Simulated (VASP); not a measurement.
A run of VASP 6.6.1 is set up as follows.

INCAR

```
ALGO = Normal
EDIFF = 1E-6
ENCUT = 520
GGA = PE
ISIF = 2
ISMEAR = 0
LASPH = True
LCHARG = False
LREAL = False
LWAVE = False
NBANDS = 27
NELM = 80
PREC = Accurate
SIGMA = 0.1
```

File KPOINTS:

```
k-points
0
Gamma
  6 6 4
```

Contents of POSCAR:

```
ZrF
1.0
    3.6009625400      0.0000000000      0.0000000000
    0.0000000000      3.6009625400      0.0000000000
    0.0000000000      0.0000000000      4.3212824100
Zr F
2 2
Direct
    0.0000000000      0.5000000000      0.1849428200
    0.5000000000      0.0000000000      0.8150571800
    0.0000000000      0.0000000000      0.5000000000
    0.5000000000      0.5000000000      0.5000000000
```

Potentials or basis: VASP PAW PBE potentials, release 64 (Zr_sv, F).

The run is started by

```console
$ cat potpaw_PBE.64/Zr_sv/POTCAR potpaw_PBE.64/F/POTCAR > POTCAR
$ mpirun -np 1 vasp_std > vasp.out
```

Problem. Predict the band gap on the k mesh.

Solution. Zero (band 19 reaches 10.15 eV, above the bottom of band 20 at 8.80 eV).

Problem. Estimate the largest force.

Solution. 1.606 eV/Å.

Stress tensor (GPa, compression positive):
```
 8.73  0.00  0.00
 0.00  8.73  0.00
 0.00  0.00 51.18
```

Caveat: the k points lie up to 0.36 Å⁻¹ apart; forces of over 1 eV/Å act on the atoms, so gaps and moduli don't describe the material at rest.
